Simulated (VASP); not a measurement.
Wanted: the native input for a VASP 6.6.1 run.

- Task: single point
- Functional: r2SCAN
- Potentials or basis: VASP PAW PBE potentials, release 64 (Sr_sv, Ti_sv, O)
- Cutoff: 520 eV
- k mesh: 6 × 6 × 6
- Occupations: gaussian, width 0.01 eV
- Spin: no spin polarisation
- Dipole correction: no
- Further INCAR settings: ALGO = Normal; EDIFF = 1e-06; NBANDS = 28

Crystal: SrTiO3.

```
Sr Ti O
1.0
     3.94591    0.00000    0.00000
     0.00000    3.94591    0.00000
     0.00000    0.00000    3.88341
Sr Ti O
1 1 3
Cartesian
  1.9730 1.9730 1.9417
  0.0000 0.0000 0.0000
  1.9730 0.0000 0.0000
  0.0000 1.9730 0.0000
  0.0000 0.0000 1.9417
```

This cell differs from its parent crystal: in-plane strain +0.01.

These files were run (other wordings do the same):

POSCAR

```
SrTiO3
1.0
    3.9459147271      0.0000000000      0.0000000000
    0.0000000000      3.9459147271      0.0000000000
    0.0000000000      0.0000000000      3.8834051868
Sr Ti O
1 1 3
Direct
    0.5000000000      0.5000000000      0.5000000000
    0.0000000000      0.0000000000      0.0000000000
    0.5000000000      0.0000000000      0.0000000000
    0.0000000000      0.5000000000      0.0000000000
    0.0000000000      0.0000000000      0.5000000000
```

INCAR.step1

```
  PREC = Accurate
  ENCUT = 520
  ISMEAR = 0
  SIGMA = 0.01
  LREAL = False
  LASPH = True
  NELM = 100
  NBANDS = 28
  GGA = PE
  ALGO = Normal
  EDIFF = 1E-4
  LWAVE = True
  LCHARG = False
```

INCAR.step2

```
  PREC = Accurate
  ENCUT = 520
  EDIFF = 1E-6
  ISMEAR = 0
  SIGMA = 0.01
  LREAL = False
  LASPH = True
  NELM = 100
  ALGO = Normal
  ISIF = 2
  LWAVE = False
  LCHARG = False
  METAGGA = R2SCAN
  LMIXTAU = True
  NBANDS = 28
  ISTART = 1
```

KPOINTS

```
Automatic mesh
0
Gamma
  6 6 6
```

Potentials or basis: VASP PAW PBE potentials, release 64 (Sr_sv, Ti_sv, O).

The run is started by

```sh
$ cat potpaw_PBE.64/Sr_sv/POTCAR potpaw_PBE.64/Ti_sv/POTCAR potpaw_PBE.64/O/POTCAR > POTCAR
$ cp INCAR.step1 INCAR
$ mpirun -np 1 vasp_std > vasp.out
$ cp INCAR.step2 INCAR
$ mpirun -np 1 vasp_std > vasp.out
```

It gave:

```yaml
Pressure: -1.6 GPa
Band_gap_on_the_k_mesh: 2.21 eV (least direct gap 2.61 eV)
```

Caveat: the cell differs from its parent crystal (in-plane strain +0.01); the PAW data sets were made with another functional, which shifts forces and pressure a little.

It took 120 s on 1 thread of Intel(R) Xeon(R) 6975P-C (Granite Rapids), with other jobs on the host, peak memory 0.21 GiB.
